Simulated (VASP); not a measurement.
CdSe: single point with r2SCAN

The system is CdSe.

```xyz
4
Lattice="3.9779 0.0000 0.0000 -1.9889 3.4449 0.0000 0.0000 0.0000 6.7398" Properties=species:S:1:pos:R:3 pbc="T T T"
Cd    0.0000    2.2966    0.0694
Cd    1.9889    1.1483    3.4393
Se    0.0000    2.2966    2.5254
Se    1.9889    1.1483    5.8954
```

```
Program             : VASP 6.6.1
Task                : single point
Functional          : r2SCAN
Potentials or basis : VASP PAW PBE potentials, release 64 (Cd, Se)
Cutoff              : 520 eV
k mesh              : 10 × 10 × 6
Occupations         : gaussian, width 0.05 eV
Spin                : no spin polarisation
```

```
Pressure               : 19.5 GPa
Band gap on the k mesh : 1.48 eV
```

Levels at points of the mesh, in eV from the valence-band top:
| k point | band 16 | band 17 | band 18 | band 19 | band 20 | band 21 |
| --- | --- | --- | --- | --- | --- | --- |
| (0.00, 0.00, 0.00) | -0.29 | 0.00 | 0.00 | 1.48 | 3.16 | 6.20 |
| (0.50, 0.00, 0.00) | -2.63 | -2.15 | -1.05 | 3.70 | 3.89 | 4.72 |
| (0.00, 0.00, 0.50) | -0.57 | -0.57 | -0.57 | 3.29 | 3.29 | 6.47 |
| (0.50, 0.00, 0.50) | -2.18 | -1.90 | -1.90 | 3.14 | 3.14 | 5.22 |

Run time: 3.1 min on 1 thread of Intel(R) Xeon(R) 6975P-C (Granite Rapids), with other jobs on the host, peak memory 0.28 GiB.

Caveat: the cell stands under pressure; the PAW data sets were made with another functional, which shifts forces and pressure a little. r2SCAN opens gaps a little over a GGA but as a rule still falls short of measured ones.
